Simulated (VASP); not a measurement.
Sb, 6 atoms in the cell. It takes space group P6_422 (No. 181, hexagonal). The conventional cell has a = 8.479 Å, b = 8.479 Å, c = 3.500 Å, α = 90.00°, β = 90.00°, γ = 120.00°. Within 3.9 Å of Sb (site symmetry 2) lie 7 Sb at 2.96 to 3.61 Å. 

| Quantity | Value |
| --- | --- |
| Program | VASP 6.6.1 |
| Task | single point |
| Functional | PBE |
| Potentials or basis | VASP PAW PBE potentials, release 64 (Sb) |
| Cutoff | 520 eV |
| k mesh | 3 × 3 × 6 |
| Occupations | gaussian, width 0.1 eV |
| Spin | no spin polarisation |
| Dipole correction | no |
| Further INCAR settings | ALGO = Normal; EDIFF = 1e-06; NBANDS = 24 |

Potentials or basis: VASP PAW PBE potentials, release 64 (Sb).

Command:

```console
$ cat potpaw_PBE.64/Sb/POTCAR > POTCAR
$ mpirun -np 1 vasp_std > vasp.out
```

Hardware: 1 thread of Intel(R) Xeon(R) 6975P-C (Granite Rapids) (shared host).

**Question.** Estimate the wall time of this run.

**Answer.** Run time: 29 s on 1 thread of Intel(R) Xeon(R) 6975P-C (Granite Rapids), on a shared host, peak memory 0.32 GiB. Counts: scf iterations 13, k points 12.
